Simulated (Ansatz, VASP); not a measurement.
# Two plane-wave programs on AgBr

```xyz
2
Lattice="0.0000 2.9396 2.9396 2.9396 0.0000 2.9396 2.9396 2.9396 0.0000" Properties=species:S:1:pos:R:3 pbc="T T T"
Ag    2.9396    2.9396    2.9396
Br    0.0000    0.0000    0.0000
```

Alike in both runs: task single point; functional PBE; k mesh 10 × 10 × 10; occupations gaussian, width 0.05 eV; no spin polarisation.

|  | VASP | Ansatz |
| --- | --- | --- |
| version | VASP 6.6.1 | Ansatz 0.2.0 |
| potentials or method | VASP PAW PBE potentials, release 64 (Ag, Br), cutoff 500 eV | scalar-relativistic, plane waves, PAW |
| valence electrons in the cell | 18 | 26 |

Ansatz gave:

```
gap on the k mesh at the Fermi level (eV) : 0.70
least direct gap on the mesh (eV)         : 2.38
pressure (GPa)                            : -0.7
```

Problem. Which values does VASP return?

Solution. gap on the k mesh at the Fermi level (eV): 0.70; least direct gap on the mesh (eV): 2.38; pressure (GPa): -0.8.

The functional is the same, so the differences come from potentials, cutoffs and numerics. VASP's potentials hold 18 valence electrons a cell and Ansatz's 26, so a difference there can come from the potentials and not from the codes.
